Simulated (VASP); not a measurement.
Here is a VASP 6.6.1 calculation.

INCAR

```
PREC = Accurate
ENCUT = 910
EDIFF = 1E-6
ISMEAR = 0
SIGMA = 0.05
LREAL = False
LASPH = True
NELM = 120
ALGO = Normal
ISIF = 2
LWAVE = False
LCHARG = False
GGA = PS
NBANDS = 51
GGA_COMPAT = False
```

KPOINTS

```
Automatic mesh
0
Gamma
  6 6 6
```

File POSCAR:

```
BaZrO3
1.0
   -2.9485963813      2.9485963813      4.1901143166
    2.9485963813     -2.9485963813      4.1901143166
    2.9485963813      2.9485963813     -4.1901143166
Ba Zr O
2 2 6
Direct
    0.7500000000      0.2500000000      0.5000000000
    0.2500000000      0.7500000000      0.5000000000
    0.0000000000      0.0000000000      0.0000000000
    0.5000000000      0.5000000000      0.0000000000
    0.7500000000      0.7500000000      0.0000000000
    0.2500000000      0.2500000000      0.0000000000
    0.2260805078      0.7260805078      0.9521610157
    0.7739194922      0.2739194922      0.0478389843
    0.7260805078      0.7739194922      0.5000000000
    0.2739194922      0.2260805078      0.5000000000
```

Potentials or basis: VASP PAW PBE potentials, release 64 (Ba_sv, Zr_sv, O_h).

Run with:

```bash
$ cat potpaw_PBE.64/Ba_sv/POTCAR potpaw_PBE.64/Zr_sv/POTCAR potpaw_PBE.64/O_h/POTCAR > POTCAR
$ mpirun -np 1 vasp_std > vasp.out
```

Task: What does it give for the largest force?

Result: 0.034 eV/Å.

Task: Predict the pressure.

Result: 1.0 GPa.

Forces on the atoms (eV/Å):
```
Ba   0.000  0.000  0.000
Ba   0.000  0.000  0.000
Zr   0.000  0.000  0.000
Zr   0.000  0.000  0.000
O    0.000  0.000  0.000
O    0.000  0.000  0.000
O    0.024  0.024  0.000
O   -0.024 -0.024  0.000
O   -0.024  0.024  0.000
O    0.024 -0.024  0.000
```

Caveat: the cutoff is under 1.25 times the usual one of these potentials, so pressure, stress and relaxed cells hold a basis-set (Pulay) error; the PAW data sets were made with another functional, which shifts forces and pressure a little.
